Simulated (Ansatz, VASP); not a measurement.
# One calculation of NbAl2C2, two programs

File INCAR:

```
SYSTEM = NbAl2C2
ALGO = Normal
EDIFF = 1E-7
ENCUT = 520
GGA = PE
ISIF = 2
ISMEAR = 0
ISPIN = 2
LASPH = .TRUE.
LCHARG = .FALSE.
LMAXMIX = 4
LORBIT = 11
LREAL = .FALSE.
LWAVE = .FALSE.
MAGMOM = 0 0 1 0 0
NBANDS = 26
NELM = 150
PREC = Accurate
SIGMA = 0.1
```

File KPOINTS:

```
k-points
0
G
  6 6 4
  0 0 0
```

The input POSCAR:

```
NbAl2C2
1.0
    4.3970004080      0.0000000000      0.0000000000
   -2.1985002040      3.8079140538      0.0000000000
    0.0000000000      0.0000000000      5.4003181576
Al Nb C
2 1 2
Direct
    0.3333333333      0.6666666667      0.0000000000
    0.6666666667      0.3333333333      0.0000000000
    0.0000000000      0.0000000000      0.5000000000
    0.0000000000      0.0000000000      0.8742439466
    0.0000000000      0.0000000000      0.1257560534
```

Input for Ansatz:

```yaml
crystal:
  lattice:
    - [4.397000408, 0.0, 0.0]
    - [-2.198500204, 3.8079140538, 0.0]
    - [0.0, 0.0, 5.4003181576]
  atoms:
    - { symbol: Al, position: [0.3333333333, 0.6666666667, 0.0] }
    - { symbol: Al, position: [0.6666666667, 0.3333333333, 0.0] }
    - { symbol: Nb, position: [0.0, 0.0, 0.5], spin: 1.0 }
    - { symbol: C, position: [0.0, 0.0, 0.8742439466] }
    - { symbol: C, position: [0.0, 0.0, 0.1257560534] }
basis:
  ecutwfc: 420
kpoints:
  mp_grid: { grid: [6, 6, 4] }
hamiltonian:
  xc: pbe
scf:
  occupations: { method: gaussian, width: 0.1 }
  lower_state_search: "off"
output:
  forces: true
  stress: true
  eigenvalues: true
  populations: true
magnetization:
  spin_polarized: true
```

Alike in both runs: task single point; functional PBE; k mesh 6 × 6 × 4; occupations gaussian, width 0.1 eV; collinear spin.

```csv
,VASP,Ansatz
version,VASP 6.6.1,Ansatz 0.2.0
potentials or method,"VASP PAW PBE potentials, release 64 (Al, Nb_sv, C), cutoff 520 eV","scalar-relativistic, plane waves, PAW"
valence electrons in the cell,27,27
```

|  | VASP | Ansatz | Ansatz less VASP |
| --- | --- | --- | --- |
| gap on the k mesh at the Fermi level (eV) | none | none | - |
| pressure (GPa) | -0.1 | 0.0 | +0.06 |
| traceless stress, the component that is largest in VASP (GPa) | 0.01 | -0.11 | -0.113 |
| rms of the force components (eV/Å) | 0.033 | 0.001 | -0.0318 |
| net moment per atom (μB) | 0.00 | 0.00 | 0.000 |

Atom by atom the forces differ by 0.035 eV/Å (rms over components). A gap of «none» marks a metal or a gap that the smearing closes. Ansatz's warnings: seeded moment not kept.
